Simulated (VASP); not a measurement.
The system is Sb.

```
Sb
1.0
     3.11729    0.00000    0.00000
     0.00000    3.11729    0.00000
     0.00000    0.00000    3.11729
Sb
1
Direct
  0.00000 0.00000 0.00000
```

This cell differs from its parent crystal: volume scaled by 0.96.

Base run:

```yaml
Program: VASP 6.6.1
Functional: PBE
Potentials_or_basis: VASP PAW PBE potentials, release 64 (Sb)
Cutoff: 520 eV
k_mesh: 8 × 8 × 8
Occupations: fermi-dirac, width 0.05 eV
Spin: no spin polarisation
```

Its results: pressure -0.2 GPa.

Question: After a change of settings the same cell gave: pressure -5.0 GPa. Which change was it?
A. functional from PBE to LDA; potentials or basis from VASP PAW PBE potentials, release 64 (Sb) to VASP PAW LDA potentials, release 64 (Sb)
B. functional from PBE to PBE0; k mesh from 8 × 8 × 8 to 4 × 4 × 4
C. functional from PBE to r2SCAN; further incar settings from ALGO = Normal; EDIFF = 1e-06; NBANDS = 8 to ALGO = Normal; EDIFF = 1e-07; NBANDS = 8

Answer: B.

Caveats: some runs use coarse meshes; the PAW data sets were made with another functional, which shifts forces and pressure a little (some runs).
